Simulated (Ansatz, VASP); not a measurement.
**Be in VASP and in Ansatz**

```
CELL_PARAMETERS angstrom
2.27336 0.00000 0.00000
0.00000 2.27336 0.00000
0.00000 0.00000 2.27336
ATOMIC_POSITIONS crystal
Be 0.00000 0.00000 0.00000
```

Alike in both runs: task single point; functional revPBE; k mesh 16 × 16 × 16; occupations fermi-dirac, width 0.1 eV; no spin polarisation.

|  | VASP | Ansatz |
| --- | --- | --- |
| version | VASP 6.6.1 | Ansatz 0.2.0 |
| potentials or method | VASP PAW PBE potentials, release 64 (Be), cutoff 520 eV | plane waves (420 eV) with PAW, scalar-relativistic |
| valence electrons in the cell | 2 | 2 |

|  | VASP | Ansatz | Ansatz less VASP |
| --- | --- | --- | --- |
| pressure (GPa) | -6.7 | -6.7 | +0.02 |

VASP's potentials were made for PBE, not for revPBE. The functional is the same, so the differences come from potentials, cutoffs and numerics.
